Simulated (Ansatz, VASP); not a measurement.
## SiO2 in VASP and in Ansatz

```
Si O
1.0
     4.10880    0.00000    0.00000
     0.00000    4.10880    0.00000
     0.00000    0.00000    2.36700
Si O
2 4
Cartesian
  2.0544 2.0544 1.1835
  0.0000 0.0000 0.0000
  2.8475 2.8475 0.0000
  0.7931 3.3157 1.1835
  1.2613 1.2613 0.0000
  3.3157 0.7931 1.1835
```

Alike in both runs: task single point; functional PBE; k mesh 6 × 6 × 8; occupations gaussian, width 0.05 eV; no spin polarisation.

|  | VASP | Ansatz |
| --- | --- | --- |
| version | VASP 6.6.1 | Ansatz 0.2.0 |
| potentials or method | VASP PAW PBE potentials, release 64 (Si, O), cutoff 520 eV | scalar-relativistic, plane waves, PAW |
| valence electrons in the cell | 32 | 32 |

VASP gave:

```
gap on the k mesh at the Fermi level (eV) : 8.74
least direct gap on the mesh (eV)         : 8.74
rms of the force components (eV/Å)        : 0.852
```

Question: What did Ansatz give for the same quantities?

Answer: gap on the k mesh at the Fermi level (eV): 8.76; least direct gap on the mesh (eV): 8.76; rms of the force components (eV/Å): 0.816.

Atom by atom the forces differ by 0.036 eV/Å (rms over components).
